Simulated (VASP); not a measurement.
A run of VASP 6.6.1 is set up as follows.

Contents of POSCAR:

```
CaO
1.0
    2.8834256200      0.0000000000      0.0000000000
    0.0000000000      2.8834256200      0.0000000000
    0.0000000000      0.0000000000      2.8834256200
Ca O
1 1
Direct
    0.0000000000      0.0000000000      0.0000000000
    0.5000000000      0.5000000000      0.5000000000
```

File INCAR.step1:

```
ALGO = Normal
EDIFF = 1E-4
ENCUT = 520
GGA = PE
ISMEAR = 0
LASPH = True
LCHARG = False
LREAL = False
LWAVE = True
NBANDS = 15
NELM = 60
PREC = Accurate
SIGMA = 0.05
```

File INCAR.step2:

```
ALGO = Normal
EDIFF = 1E-7
ENCUT = 520
ISIF = 2
ISMEAR = 0
ISTART = 1
LASPH = True
LCHARG = False
LMIXTAU = True
LREAL = False
LWAVE = False
METAGGA = R2SCAN
NBANDS = 15
NELM = 60
PREC = Accurate
SIGMA = 0.05
```

KPOINTS

```
k-points
0
Gamma
  8 8 8
```

Potentials or basis: VASP PAW PBE potentials, release 64 (Ca_sv, O).

Command:

```bash
$ cat potpaw_PBE.64/Ca_sv/POTCAR potpaw_PBE.64/O/POTCAR > POTCAR
$ cp INCAR.step1 INCAR
$ mpirun -np 1 vasp_std > vasp.out
$ cp INCAR.step2 INCAR
$ mpirun -np 1 vasp_std > vasp.out
```

**Question.** What does it give for the pressure?

**Answer.** 3.7 GPa.

**Question.** Estimate the band gap on the k mesh.

**Answer.** 3.27 eV, indirect (least direct gap 3.57 eV).

Caveat: the PAW data sets were made with another functional, which shifts forces and pressure a little. A k mesh can miss the band edges.
